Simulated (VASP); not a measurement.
# CsOs (R-3m) in VASP: a series of runs

CsOs is run at these levels: PBE; tasks: single point.

All numbers are computed with VASP 6.6.1; they aren't measurements. Logs are shortened: lines on timing, memory, paths and dates and some standing lists are left out, and cuts for length are marked.

## Step 1: The cell of the first run

The structure is trigonal, space group R-3m (No. 166). The conventional cell has a = 3.078 Å, b = 3.078 Å, c = 18.453 Å, α = 90.00°, β = 90.00°, γ = 120.00°. Within 4.1 Å of Cs (site symmetry -3m) lie 6 Cs at 3.08 Å and 6 Os at 3.55 Å. Os (site symmetry -3m) has 6 Os at 3.08 Å and 6 Cs at 3.55 Å within 4.1 Å.

The cell was built from a structure type or drawn by symmetry, and may not be a known phase.

## Step 2: Single point, PBE

Contents of INCAR:

```
ALGO = Normal
EDIFF = 1E-6
ENCUT = 520
GGA = PE
ISIF = 2
ISMEAR = 0
LASPH = T
LCHARG = F
LREAL = F
LWAVE = F
NBANDS = 16
NELM = 100
PREC = Accurate
SIGMA = 0.1
```

Contents of KPOINTS:

```
k-points
0
Gamma
  15 15 15
```

Contents of POSCAR:

```
CsOs
1.0
    1.5388215615      0.8884390428      6.1509060348
   -1.5388215615      0.8884390428      6.1509060348
    0.0000000000     -1.7768780856      6.1509060348
Cs Os
1 1
Direct
    0.5000000000      0.5000000000      0.5000000000
    0.0000000000      0.0000000000      0.0000000000
```

Potentials or basis: VASP PAW PBE potentials, release 64 (Cs_sv, Os).

Launch:

```console
cat potpaw_PBE.64/Cs_sv/POTCAR potpaw_PBE.64/Os/POTCAR > POTCAR
mpirun -np 1 vasp_std > vasp.out
```

OUTCAR:

```text
EDIFF = 1E-6
   ENCUT = 520
   GGA = PE
   ISIF = 2
   ISMEAR = 0
   LASPH = T
   LREAL = F
   NELM = 100
   PREC = Accurate

 ion  position               nearest neighbor table
   1  0.500  0.500  0.500-
   2  0.000  0.000  0.000-

  LATTYP: Found a trigonal (rhomboedric) cell.
 ALAT       =     6.4024167921
 COS(alpha) =     0.8844636521

  Lattice vectors:

 A1 = (   1.5388215615,   0.8884390428,   6.1509060348)
 A2 = (  -1.5388215615,   0.8884390428,   6.1509060348)
 A3 = (   0.0000000000,  -1.7768780856,   6.1509060348)

Analysis of symmetry for initial positions (statically):
=====================================================================
 Subroutine PRICEL returns:
 Original cell was already a primitive cell.

 Routine SETGRP: Setting up the symmetry group for a
 trigonal (rhombohedral) supercell.

 Subroutine GETGRP returns: Found 12 space group operations
 (whereof 12 operations were pure point group operations)
 out of a pool of 12 trial point group operations.

The static configuration has the point symmetry D_3d.

Analysis of symmetry for dynamics (positions and initial velocities):
=====================================================================
 Subroutine PRICEL returns:
 Original cell was already a primitive cell.

 Routine SETGRP: Setting up the symmetry group for a
 trigonal (rhombohedral) supercell.

 Subroutine GETGRP returns: Found 12 space group operations
 (whereof 12 operations were pure point group operations)
 out of a pool of 12 trial point group operations.

The dynamic configuration has the point symmetry D_3d.

 Subroutine INISYM returns: Found 12 space group operations
 (whereof 12 operations are pure point group operations),
 and found     1 'primitive' translations

----------------------------------------------------------------------------------------

                                     Primitive cell

  volume of cell :      50.4552

  direct lattice vectors                    reciprocal lattice vectors
     1.538821562  0.888439043  6.150906035     0.324923963  0.187594937  0.054192558
    -1.538821562  0.888439043  6.150906035    -0.324923963  0.187594937  0.054192558
     0.000000000 -1.776878086  6.150906035     0.000000000 -0.375189875  0.054192558

  length of vectors
     6.402416792  6.402416792  6.402416792     0.379083468  0.379083468  0.379083468

  position of ions in fractional coordinates (direct lattice)
     0.500000000  0.500000000  0.500000000
     0.000000000  0.000000000  0.000000000

  ion indices of the primitive-cell ions
   primitive index   ion index
                 1           1
                 2           2

----------------------------------------------------------------------------------------

 KPOINTS: k-points

Automatic generation of k-mesh.
 Grid dimensions read from file:
 generate k-points for:   15   15   15

 Generating k-lattice:

  Cartesian coordinates                     Fractional coordinates (reciprocal lattice)
     0.021661598  0.012506329  0.003612837     0.066666667  0.000000000  0.000000000
    -0.021661598  0.012506329  0.003612837     0.000000000  0.066666667  0.000000000
     0.000000000 -0.025012658  0.003612837     0.000000000  0.000000000  0.066666667

  Length of vectors
     0.025272231  0.025272231  0.025272231

  Shift w.r.t. Gamma in fractional coordinates (k-lattice)
     0.000000000  0.000000000  0.000000000

 Subroutine IBZKPT returns following result:
 ===========================================

 Found    344 irreducible k-points:

 Following reciprocal coordinates:
            Coordinates               Weight
  0.000000  0.000000  0.000000      1.000000
  0.066667 -0.000000 -0.000000      6.000000
  0.133333  0.000000  0.000000      6.000000
  0.200000  0.000000  0.000000      6.000000
  0.266667  0.000000  0.000000      6.000000
  0.333333  0.000000  0.000000      6.000000
[... 16 lines left out ...]
  0.133333  0.133333 -0.000000      6.000000
  0.200000  0.133333  0.000000     12.000000
 [... further k-points ...]
   k-points           NKPTS =    344   k-points in BZ     NKDIM =    344   number of bands    NBANDS=     16
   number of dos      NEDOS =    301   number of ions     NIONS =      2
   total plane-waves  NPLWV = 110592
   dimension x,y,z NGX =    48 NGY =   48 NGZ =   48
   dimension x,y,z NGXF=    96 NGYF=   96 NGZF=   96
   ions per type =               1   1
   NGX,Y,Z   is equivalent  to a cutoff of  12.46, 12.46, 12.46 a.u.
   NGXF,Y,Z  is equivalent  to a cutoff of  24.93, 24.93, 24.93 a.u.
 SYSTEM =  unknown system
   PREC   = accura    normal or accurate (medium, high low for compatibility)
   ISTART =      0    job   : 0-new  1-cont  2-samecut
   ICHARG =      2    charge: 1-file 2-atom 10-const
   ISPIN  =      1    spin polarized calculation?
   LNONCOLLINEAR =      F non collinear calculations
   LSORBIT =      F    spin-orbit coupling
   LASPH  =      T    aspherical Exc in radial PAW
   ENCUT  =  520.0 eV  38.22 Ry    6.18 a.u.  11.90 11.90 11.90*2*pi/ulx,y,z
   NELM   =    100;   NELMIN=  2; NELMDL= -5     # of ELM steps
   EDIFF  = 0.1E-05   stopping-criterion for ELM
   LREAL  =      F    real-space projection
   EDIFFG = 0.1E-04   stopping-criterion for IOM
   NSW    =      0    number of steps for IOM
   IBRION =     -1    ionic relax: 0-MD 1-quasi-New 2-CG
   NFREE  =      0    steps in history (QN), initial steepest desc. (CG)
   ISIF   =      2    stress and relaxation
   ISYM   =      2    0-nonsym 1-usesym 2-fastsym
   POTIM  = 0.5000    time-step for ionic-motion
   TEBEG  =    0.0;   TEEND  =   0.0 temperature during run
   PSTRESS=    0.0 pullay stress
   NELECT =      17.0000    total number of electrons
   NUPDOWN=      -1.0000    fix difference up-down
   EMIN   =  10.00;   EMAX   =-10.00  energy-range for DOS
   EFERMI =   0.00;   METHOD = LEGACY
   ISMEAR =     0;   SIGMA  =   0.10  broadening in eV -4-tet -1-fermi 0-gaus
   EFERMI_NEDOS =   21; number of points for ismear=-14 and -15
   IALGO  =     38    algorithm
   IMIX   =      4    mixing-type and parameters
     AMIX     =   0.40;   BMIX     =  1.00
     AMIX_MAG =   1.60;   BMIX_MAG =  1.00
  volume/ion in A,a.u.               =      25.23       170.24
  Fermi-wavevector in a.u.,A,eV,Ry     =   1.139171  2.152722 17.656435  1.297711
  Thomas-Fermi vector in A             =   2.275875
   LORBIT       =      0    0 simple, 1 ext, 2 COOP (PROOUT), +10 PAW based schemes
   GGA     = PE    functional components
   LHFCALC =     F    Hartree Fock is set to
   AEXX    =    0.0000 exact exchange contribution
   IVDW    =     0    specifies the selected vdW correction
   LEPSILON=     F    determine dielectric tensor
   LRPA    =     F    only Hartree local field effects (RPA)
 non-spin polarized calculation
 Gauss-broadening in eV      SIGMA  =   0.10
  energy-cutoff  :      520.00
  volume of cell :       50.46
 maximum number of plane-waves:      1379
   NGX = 23   NGY = 23   NGZ = 23

 number of electron      17.0000000 magnetization

 Free energy of the ion-electron system (eV)
  ---------------------------------------------------
  ext. energy  EPLUGINS =         0.00000000
  ---------------------------------------------------
  free energy    TOTEN  =        -7.57399826 eV

  energy without entropy =       -7.55845005  energy(sigma->0) =       -7.56622415

 E-fermi :   4.9855     XC(G=0): -10.9419

 val. band max:        4.9846959612   @ k =   0.4667   0.4667   0.0000
 cond. band min:       4.9867501744   @ k =  -0.4667  -0.4667   0.0667
 fundamental gap:      0.0020542132
 Fermi energy:         4.9854658281

 k-point     1 :       0.0000    0.0000    0.0000
  band No.  band energies     occupation
      1     -19.7237      2.00000
      2      -6.0830      2.00000
      3      -1.6944      2.00000
      4      -1.6944      2.00000
      5      -0.7346      2.00000
      6       3.2002      2.00000
[... 8 lines left out ...]
     15      13.9071      0.00000
     16      14.6605      0.00000

 k-point     2 :       0.0667   -0.0000   -0.0000
  band No.  band energies     occupation
      1     -19.6590      2.00000
      2      -6.0241      2.00000
      3      -2.1448      2.00000
      4      -1.8000      2.00000
      5      -0.5948      2.00000
      6       3.2587      2.00000
[... 8 lines left out ...]
     15      13.9277      0.00000
     16      14.8191      0.00000

 k-point     3 :       0.1333    0.0000    0.0000
  band No.  band energies     occupation
      1     -19.4693      2.00000
      2      -5.8518      2.00000
      3      -3.2542      2.00000
      4      -2.0807      2.00000
      5      -0.1969      2.00000
      6       3.3943      2.00000
[... 8 lines left out ...]
     15      13.3060      0.00000
     16      14.3582      0.00000

 k-point     4 :       0.2000    0.0000    0.0000
  band No.  band energies     occupation
      1     -19.1688      2.00000
      2      -5.5794      2.00000
      3      -4.6385      2.00000
      4      -2.4553      2.00000
      5       0.4101      2.00000
      6       3.3543      2.00000
[... 8 lines left out ...]
     15      12.7251      0.00000
     16      14.5288      0.00000

 k-point     5 :       0.2667    0.0000    0.0000
  band No.  band energies     occupation
      1     -18.7856      2.00000
      2      -6.0367      2.00000
      3      -5.2335      2.00000
      4      -2.8408      2.00000
      5       1.0923      2.00000
      6       3.2742      2.00000
[... 8 lines left out ...]
     15      13.8642      0.00000
     16      14.2551      0.00000

 k-point     6 :       0.3333    0.0000    0.0000
  band No.  band energies     occupation
      1     -18.3686      2.00000
      2      -7.2791      2.00000
      3      -4.8607      2.00000
      4      -3.1747      2.00000
      5       1.5490      2.00000
      6       3.4875      2.00000
[... 8 lines left out ...]
     15      14.3031      0.00000
     16      15.1564      0.00000

 k-point     7 :       0.4000   -0.0000    0.0000
  band No.  band energies     occupation
      1     -17.9951      2.00000
      2      -8.2277      2.00000
      3      -4.5308      2.00000
      4      -3.4164      2.00000
      5       1.6576      2.00000
      6       3.3583      2.00000
[... 8 lines left out ...]
     15      13.3108      0.00000
     16      15.3101      0.00000

 k-point     8 :       0.4667   -0.0000    0.0000
  band No.  band energies     occupation
      1     -17.7668      2.00000
      2      -8.7501      2.00000
      3      -4.3318      2.00000
      4      -3.5426      2.00000
      5       1.6488      2.00000
      6       3.2436      2.00000
[... 8 lines left out ...]
     15      13.0162      0.00000
     16      15.1179      0.00000

 k-point     9 :       0.0667    0.0667   -0.0000
  band No.  band energies     occupation
      1     -19.6590      2.00000
      2      -6.0276      2.00000
      3      -2.1449      2.00000
      4      -1.7996      2.00000
      5      -0.5840      2.00000
      6       3.2630      2.00000
[... 8 lines left out ...]
     15      13.9889      0.00000
     16      14.7806      0.00000
[... 172 lines left out ...]
 k-point    19 :      -0.2667    0.0667   -0.0000
  band No.  band energies     occupation
      1     -18.5404      2.00000
      2      -6.6866      2.00000
      3      -5.0040      2.00000
      4      -3.2956      2.00000
      5       1.4531      2.00000
      6       3.2985      2.00000
[... 8 lines left out ...]
     15      13.7264      0.00000
     16      15.1020      0.00000

 k-point    20 :      -0.2000    0.0667   -0.0000
  band No.  band energies     occupation
      1     -18.9435      2.00000
      2      -5.4036      2.00000
      3      -5.3663      2.00000
      4      -2.8788      2.00000
      5       0.8259      2.00000
      6       3.2596      2.00000
[... 8 lines left out ...]
     15      13.5742      0.00000
     16      14.0739      0.00000

 k-point    21 :      -0.1333    0.0667    0.0000
  band No.  band energies     occupation
      1     -19.2865      2.00000
      2      -5.6794      2.00000
      3      -4.0691      2.00000
      4      -2.4261      2.00000
      5       0.1604      2.00000
      6       3.4427      2.00000
[... 8 lines left out ...]
     15      13.0946      0.00000
     16      14.0152      0.00000

 k-point    22 :      -0.0667    0.0667    0.0000
  band No.  band energies     occupation
      1     -19.5318      2.00000
      2      -5.9050      2.00000
      3      -2.8905      2.00000
      4      -2.0257      2.00000
      5      -0.3373      2.00000
      6       3.3577      2.00000
[... 8 lines left out ...]
     15      13.8767      0.00000
     16      13.9518      0.00000

 k-point    23 :       0.1333    0.1333   -0.0000
  band No.  band energies     occupation
      1     -19.4691      2.00000
      2      -5.8630      2.00000
      3      -3.2530      2.00000
      4      -2.0795      2.00000
      5      -0.1584      2.00000
      6       3.4047      2.00000
[... 8 lines left out ...]
     15      13.3255      0.00000
     16      14.3355      0.00000

 k-point    24 :       0.2000    0.1333    0.0000
  band No.  band energies     occupation
      1     -19.2861      2.00000
      2      -5.6998      2.00000
      3      -4.0670      2.00000
      4      -2.4254      2.00000
      5       0.2348      2.00000
      6       3.4729      2.00000
[... 8 lines left out ...]
     15      12.8783      0.00000
     16      14.1031      0.00000

 [... further k-points ...]

------------------------ aborting loop because EDIFF is reached ----------------------------------------

  FORCE on cell =-STRESS in cart. coord.  units (eV):
  Direction    XX          YY          ZZ          XY          YZ          ZX
  --------------------------------------------------------------------------------------
  -------------------------------------------------------------------------------------
  Total        0.2989245      0.2989245      0.0921830      0.0000000      0.0000000      0.0000000
  in kB        9.4921783      9.4921783      2.9272186      0.0000000      0.0000000      0.0000000
  external PRESSURE =       7.3038584 kB  Pullay stress =       0.0000000 kB

 VOLUME and BASIS-vectors are now :
 -----------------------------------------------------------------------------
  energy-cutoff  :      520.00
  volume of cell :       50.46
      direct lattice vectors                 reciprocal lattice vectors
     1.538821562  0.888439043  6.150906035     0.324923963  0.187594937  0.054192558
    -1.538821562  0.888439043  6.150906035    -0.324923963  0.187594937  0.054192558
     0.000000000 -1.776878086  6.150906035     0.000000000 -0.375189875  0.054192558

 POSITION                                       TOTAL-FORCE (eV/Angst)
 -----------------------------------------------------------------------------------
      0.00000      0.00000      9.22636        -0.000000      0.000000      0.000000
      0.00000      0.00000      0.00000         0.000000     -0.000000     -0.000000
 -----------------------------------------------------------------------------------
    total drift:                               -0.000000      0.000000     -0.000000

  FREE ENERGIE OF THE ION-ELECTRON SYSTEM (eV)
  ---------------------------------------------------
  free  energy   TOTEN  =        -7.5739982563 eV

  energy  without entropy=       -7.5584500496  energy(sigma->0) =       -7.56622415
```

Wall time 5.1 min (1 thread of Intel Xeon 6975P-C (Granite Rapids), shared host); peak memory 0.54 GiB.

What came out:

```
Free energy            : -7.5740 eV
Pressure               : 0.7 GPa
Band gap on the k mesh : zero (an odd number of electrons rules out a gap without spin polarisation)
```

Stress tensor (GPa, compression positive):
```
0.95 0.00 0.00
0.00 0.95 0.00
0.00 0.00 0.29
```

Levels at points of the mesh, in eV from the Fermi level:
```tsv
k point	band 6	band 7	band 8	band 9	band 10	band 11
(0.00, 0.00, 0.00)	-1.79	-1.07	-1.07	0.57	0.57	3.24
```

Caveat: spin-orbit coupling is left out, which moves the levels of the heavy elements.

## Step 3: Single point, PBE

Contents of INCAR:

```
SYSTEM = CsOs
  PREC = Accurate
  ENCUT = 520
  EDIFF = 1E-6
  ISMEAR = 0
  SIGMA = 0.1
  LREAL = .False.
  LASPH = .True.
  NELM = 100
  ALGO = Normal
  ISIF = 2
  LWAVE = .False.
  LCHARG = .False.
  GGA = PE
  NBANDS = 16
```

Contents of KPOINTS:

```
regular mesh
0
Gamma
  21 21 21
  0 0 0
```

POSCAR is that of step 2.

Potentials or basis: VASP PAW PBE potentials, release 64 (Cs_sv, Os).

Launch:

```console
cat potpaw_PBE.64/Cs_sv/POTCAR potpaw_PBE.64/Os/POTCAR > POTCAR
mpirun -np 1 vasp_std > vasp.out
```

Run time: 15 min. Hardware: 1 thread of Intel Xeon 6975P-C (Granite Rapids), shared host; peak memory 0.93 GiB.

The run converged. Its results:

```yaml
Free_energy: -7.5723 eV
Pressure: 0.7 GPa
Band_gap_on_the_k_mesh: zero (an odd number of electrons rules out a gap without spin polarisation)
```

Stress tensor (GPa, compression positive):
```
0.98 0.00 0.00
0.00 0.98 0.00
0.00 0.00 0.29
```

Levels at points of the mesh, in eV from the Fermi level:
```tsv
k point	band 5	band 6	band 7	band 8	band 9	band 10	band 11	band 12	band 13	band 14
(0.00, 0.00, 0.00)	-5.69	-1.78	-1.02	-1.02	0.59	0.59	3.25	3.27	5.33	5.33
```

Caveat: spin-orbit coupling is left out, which moves the levels of the heavy elements.
